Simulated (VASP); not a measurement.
# Ti2C (R-3m) in VASP: single point with LDA

Aim: the single point of Ti2C with LDA.

All numbers are computed with VASP 6.6.1; they aren't measurements. Logs are shortened: lines on timing, memory, paths and dates and some standing lists are left out, and cuts for length are marked.

## 1. The cell of the first run

The structure is trigonal, space group R-3m (No. 166). Conventional cell: a = 2.889 Å, b = 2.889 Å, c = 13.140 Å, α = 90.00°, β = 90.00°, γ = 120.00°. Within 2.9 Å of Ti (site symmetry 3m) lie 3 C at 2.01 Å and 12 Ti at 2.71 to 2.89 Å. Within 2.7 Å of C (site symmetry -3m) lie 6 Ti at 2.01 Å.

## 2. Single point, LDA

INCAR

```
SYSTEM = Ti2C
ALGO = Normal
EDIFF = 1E-6
ENCUT = 1300
GGA = CA
GGA_COMPAT = .FALSE.
ISIF = 2
ISMEAR = -1
LASPH = .TRUE.
LCHARG = .FALSE.
LREAL = .FALSE.
LWAVE = .FALSE.
NBANDS = 21
NELM = 120
PREC = Accurate
SIGMA = 0.05
```

KPOINTS

```
k-points
0
G
  14 14 14
  0 0 0
```

POSCAR

```
Ti2C
1.0
    1.4446571160      0.8340731748      4.3800683444
   -1.4446571160      0.8340731748      4.3800683444
    0.0000000000     -1.6681463496      4.3800683444
Ti C
2 1
Direct
    0.2520386177      0.2520386177      0.2520386177
    0.7479613823      0.7479613823      0.7479613823
    0.5000000000      0.5000000000      0.5000000000
```

Potentials or basis: VASP PAW LDA potentials, release 64 (Ti_sv, C_h).

Launch:

```bash
$ cat potpaw_LDA.64/Ti_sv/POTCAR potpaw_LDA.64/C_h/POTCAR > POTCAR
$ mpirun -np 1 vasp_std > vasp.out
```

OUTCAR:

```text
SYSTEM = Ti2C
   EDIFF = 1E-6
   ENCUT = 1300
   GGA = CA
   ISIF = 2
   ISMEAR = -1
   LASPH = .TRUE.
   LREAL = .FALSE.
   NELM = 120
   PREC = Accurate

 ion  position               nearest neighbor table
   1  0.252  0.252  0.252-   3 2.01   3 2.01   3 2.01   2 2.71   2 2.71   2 2.71   2 2.80   2 2.80
                             2 2.80
   2  0.748  0.748  0.748-   3 2.01   3 2.01   3 2.01   1 2.71   1 2.71   1 2.71   1 2.80   1 2.80
                             1 2.80
   3  0.500  0.500  0.500-   1 2.01   2 2.01   1 2.01   1 2.01   2 2.01   2 2.01

  LATTYP: Found a trigonal (rhomboedric) cell.
 ALAT       =     4.6869724712
 COS(alpha) =     0.8099907461

  Lattice vectors:

 A1 = (   1.4446571160,   0.8340731748,   4.3800683444)
 A2 = (  -1.4446571160,   0.8340731748,   4.3800683444)
 A3 = (   0.0000000000,  -1.6681463496,   4.3800683444)

Analysis of symmetry for initial positions (statically):
=====================================================================
 Subroutine PRICEL returns:
 Original cell was already a primitive cell.

 Routine SETGRP: Setting up the symmetry group for a
 trigonal (rhombohedral) supercell.

 Subroutine GETGRP returns: Found 12 space group operations
 (whereof 12 operations were pure point group operations)
 out of a pool of 12 trial point group operations.

The static configuration has the point symmetry D_3d.

Analysis of symmetry for dynamics (positions and initial velocities):
=====================================================================
 Subroutine PRICEL returns:
 Original cell was already a primitive cell.

 Routine SETGRP: Setting up the symmetry group for a
 trigonal (rhombohedral) supercell.

 Subroutine GETGRP returns: Found 12 space group operations
 (whereof 12 operations were pure point group operations)
 out of a pool of 12 trial point group operations.

The dynamic configuration has the point symmetry D_3d.

 Subroutine INISYM returns: Found 12 space group operations
 (whereof 12 operations are pure point group operations),
 and found     1 'primitive' translations

----------------------------------------------------------------------------------------

                                     Primitive cell

  volume of cell :      31.6666

  direct lattice vectors                    reciprocal lattice vectors
     1.444657116  0.834073175  4.380068344     0.346102888  0.199822596  0.076102313
    -1.444657116  0.834073175  4.380068344    -0.346102888  0.199822596  0.076102313
     0.000000000 -1.668146350  4.380068344     0.000000000 -0.399645191  0.076102313

  length of vectors
     4.686972471  4.686972471  4.686972471     0.406826549  0.406826549  0.406826549

  position of ions in fractional coordinates (direct lattice)
     0.252038618  0.252038618  0.252038618
     0.747961382  0.747961382  0.747961382
     0.500000000  0.500000000  0.500000000

  ion indices of the primitive-cell ions
   primitive index   ion index
                 1           1
                 2           2
                 3           3

----------------------------------------------------------------------------------------

 KPOINTS: k-points

Automatic generation of k-mesh.
 Grid dimensions read from file:
 generate k-points for:   14   14   14

 Generating k-lattice:

  Cartesian coordinates                     Fractional coordinates (reciprocal lattice)
     0.024721635  0.014273043  0.005435880     0.071428571  0.000000000  0.000000000
    -0.024721635  0.014273043  0.005435880     0.000000000  0.071428571  0.000000000
     0.000000000 -0.028546085  0.005435880     0.000000000  0.000000000  0.071428571

  Length of vectors
     0.029059039  0.029059039  0.029059039

  Shift w.r.t. Gamma in fractional coordinates (k-lattice)
     0.000000000  0.000000000  0.000000000

 Subroutine IBZKPT returns following result:
 ===========================================

 Found    288 irreducible k-points:

 Following reciprocal coordinates:
            Coordinates               Weight
  0.000000  0.000000  0.000000      1.000000
  0.071429 -0.000000  0.000000      6.000000
  0.142857  0.000000  0.000000      6.000000
  0.214286  0.000000  0.000000      6.000000
  0.285714  0.000000 -0.000000      6.000000
  0.357143 -0.000000 -0.000000      6.000000
[... 16 lines left out ...]
  0.214286  0.142857  0.000000     12.000000
  0.285714  0.142857  0.000000     12.000000
 [... further k-points ...]
   k-points           NKPTS =    288   k-points in BZ     NKDIM =    288   number of bands    NBANDS=     21
   number of dos      NEDOS =    301   number of ions     NIONS =      3
   total plane-waves  NPLWV = 175616
   dimension x,y,z NGX =    56 NGY =   56 NGZ =   56
   dimension x,y,z NGXF=   112 NGYF=  112 NGZF=  112
   ions per type =               2   1
   NGX,Y,Z   is equivalent  to a cutoff of  19.86, 19.86, 19.86 a.u.
   NGXF,Y,Z  is equivalent  to a cutoff of  39.73, 39.73, 39.73 a.u.
 SYSTEM =  Ti2C
   PREC   = accura    normal or accurate (medium, high low for compatibility)
   ISTART =      0    job   : 0-new  1-cont  2-samecut
   ICHARG =      2    charge: 1-file 2-atom 10-const
   ISPIN  =      1    spin polarized calculation?
   LNONCOLLINEAR =      F non collinear calculations
   LSORBIT =      F    spin-orbit coupling
   LASPH  =      T    aspherical Exc in radial PAW
   ENCUT  = 1300.0 eV  95.55 Ry    9.77 a.u.  13.78 13.78 13.78*2*pi/ulx,y,z
   NELM   =    120;   NELMIN=  2; NELMDL= -5     # of ELM steps
   EDIFF  = 0.1E-05   stopping-criterion for ELM
   LREAL  =      F    real-space projection
   EDIFFG = 0.1E-04   stopping-criterion for IOM
   NSW    =      0    number of steps for IOM
   IBRION =     -1    ionic relax: 0-MD 1-quasi-New 2-CG
   NFREE  =      0    steps in history (QN), initial steepest desc. (CG)
   ISIF   =      2    stress and relaxation
   ISYM   =      2    0-nonsym 1-usesym 2-fastsym
   POTIM  = 0.5000    time-step for ionic-motion
   TEBEG  =    0.0;   TEEND  =   0.0 temperature during run
   PSTRESS=    0.0 pullay stress
   NELECT =      28.0000    total number of electrons
   NUPDOWN=      -1.0000    fix difference up-down
   EMIN   =  10.00;   EMAX   =-10.00  energy-range for DOS
   EFERMI =   0.00;   METHOD = LEGACY
   ISMEAR =    -1;   SIGMA  =   0.05  broadening in eV -4-tet -1-fermi 0-gaus
   EFERMI_NEDOS =   21; number of points for ismear=-14 and -15
   IALGO  =     38    algorithm
   IMIX   =      4    mixing-type and parameters
     AMIX     =   0.40;   BMIX     =  1.00
     AMIX_MAG =   1.60;   BMIX_MAG =  1.00
  volume/ion in A,a.u.               =      10.56        71.23
  Fermi-wavevector in a.u.,A,eV,Ry     =   1.571305  2.969336 33.592775  2.468999
  Thomas-Fermi vector in A             =   2.672909
   LORBIT       =      0    0 simple, 1 ext, 2 COOP (PROOUT), +10 PAW based schemes
   GGA     = CA    functional components
   LHFCALC =     F    Hartree Fock is set to
   AEXX    =    0.0000 exact exchange contribution
   IVDW    =     0    specifies the selected vdW correction
   LEPSILON=     F    determine dielectric tensor
   LRPA    =     F    only Hartree local field effects (RPA)
 non-spin polarized calculation
  energy-cutoff  :     1300.00
  volume of cell :       31.67
 maximum number of plane-waves:      3410
   NGX = 27   NGY = 27   NGZ = 27

 number of electron      28.0000000 magnetization

 Free energy of the ion-electron system (eV)
  ---------------------------------------------------
  ext. energy  EPLUGINS =         0.00000000
  ---------------------------------------------------
  free energy    TOTEN  =       -28.76893242 eV

  energy without entropy =      -28.75945124  energy(sigma->0) =      -28.76419183

 E-fermi :  10.9238     XC(G=0): -13.3128

 val. band max:       10.9017857585   @ k =   0.2857   0.1429   0.1429
 cond. band min:      10.9266471238   @ k =   0.5000   0.5000   0.5000
 fundamental gap:      0.0248613654
 Fermi energy:        10.9237827076

 k-point     1 :       0.0000    0.0000    0.0000
  band No.  band energies     occupation
      1     -44.6582      2.00000
      2     -44.3919      2.00000
      3     -21.9376      2.00000
      4     -20.9593      2.00000
      5     -20.9593      2.00000
      6     -20.7926      2.00000
[... 13 lines left out ...]
     20      14.8922      0.00000
     21      15.6751      0.00000

 k-point     2 :       0.0714   -0.0000    0.0000
  band No.  band energies     occupation
      1     -44.6499      2.00000
      2     -44.3901      2.00000
      3     -21.9177      2.00000
      4     -20.9915      2.00000
      5     -20.9649      2.00000
      6     -20.8306      2.00000
[... 13 lines left out ...]
     20      14.9231      0.00000
     21      15.8517      0.00000

 k-point     3 :       0.1429    0.0000    0.0000
  band No.  band energies     occupation
      1     -44.6258      2.00000
      2     -44.3855      2.00000
      3     -21.8595      2.00000
      4     -21.0800      2.00000
      5     -20.9802      2.00000
      6     -20.9359      2.00000
[... 13 lines left out ...]
     20      15.0129      0.00000
     21      16.2631      0.00000
[... 457 lines left out ...]
 k-point    23 :       0.2143    0.1429    0.0000
  band No.  band energies     occupation
      1     -44.5989      2.00000
      2     -44.3867      2.00000
      3     -21.7964      2.00000
      4     -21.1223      2.00000
      5     -21.0911      2.00000
      6     -21.0187      2.00000
[... 13 lines left out ...]
     20      15.3141      0.00000
     21      16.4266      0.00000

 k-point    24 :       0.2857    0.1429    0.0000
  band No.  band energies     occupation
      1     -44.5643      2.00000
      2     -44.3838      2.00000
      3     -21.7193      2.00000
      4     -21.2360      2.00000
      5     -21.2004      2.00000
      6     -21.0333      2.00000
[... 13 lines left out ...]
     20      15.6889      0.00000
     21      16.8267      0.00000

 [... further k-points ...]

------------------------ aborting loop because EDIFF is reached ----------------------------------------

  FORCE on cell =-STRESS in cart. coord.  units (eV):
  Direction    XX          YY          ZZ          XY          YZ          ZX
  --------------------------------------------------------------------------------------
  -------------------------------------------------------------------------------------
  Total        7.3810754      7.3810754      7.3518179      0.0000000     -0.0000000      0.0000000
  in kB      373.4471515    373.4471515    371.9668613      0.0000000     -0.0000000      0.0000000
  external PRESSURE =     372.9537214 kB  Pullay stress =       0.0000000 kB

 VOLUME and BASIS-vectors are now :
 -----------------------------------------------------------------------------
  energy-cutoff  :     1300.00
  volume of cell :       31.67
      direct lattice vectors                 reciprocal lattice vectors
     1.444657116  0.834073175  4.380068344     0.346102888  0.199822596  0.076102313
    -1.444657116  0.834073175  4.380068344    -0.346102888  0.199822596  0.076102313
     0.000000000 -1.668146350  4.380068344     0.000000000 -0.399645191  0.076102313

 POSITION                                       TOTAL-FORCE (eV/Angst)
 -----------------------------------------------------------------------------------
      0.00000      0.00000      3.31184        -0.000000      0.000000      0.064966
      0.00000      0.00000      9.82837        -0.000000     -0.000000     -0.064966
      0.00000      0.00000      6.57010         0.000000      0.000000      0.000000
 -----------------------------------------------------------------------------------
    total drift:                                0.000000     -0.000000      0.000000

  FREE ENERGIE OF THE ION-ELECTRON SYSTEM (eV)
  ---------------------------------------------------
  free  energy   TOTEN  =       -28.7689324211 eV

  energy  without entropy=      -28.7594512412  energy(sigma->0) =      -28.76419183
```

Run time: 15 min. Hardware: 1 thread of Intel Xeon Platinum 8488C (Sapphire Rapids), shared host; peak memory 0.86 GiB.

What came out:

| Quantity | Value |
| --- | --- |
| Free energy | -28.7689 eV |
| Pressure | 37.3 GPa |
| Largest force | 0.065 eV/Å |
| Band gap on the k mesh | zero (bands 14 and 15 overlap by 0.96 eV) |

Forces in eV/Å, atoms in the order of the input:
```
Ti   0.000  0.000  0.065
Ti   0.000  0.000 -0.065
C    0.000  0.000  0.000
```

Levels at points of the mesh, in eV from the Fermi level:
```csv
k point,band 10,band 11,band 12,band 13,band 14,band 15,band 16,band 17,band 18,band 19
"(0.00, 0.00, 0.00)",-5.45,-2.72,-2.72,-1.25,0.44,0.44,1.39,2.56,2.56,3.97
"(0.50, 0.00, 0.00)",-4.91,-3.59,-2.42,-1.48,-1.19,0.55,1.82,2.91,3.89,3.93
"(0.50, 0.50, 0.00)",-5.60,-3.07,-2.82,-2.27,-0.96,1.60,3.12,3.77,4.06,4.49
"(0.50, 0.50, 0.50)",-6.13,-2.36,-2.36,-0.48,0.00,0.97,0.97,2.08,2.08,2.45
```

Caveat: the cell stands under pressure.

The gap in the log of VASP goes by the Fermi energy; the results here count the filled bands.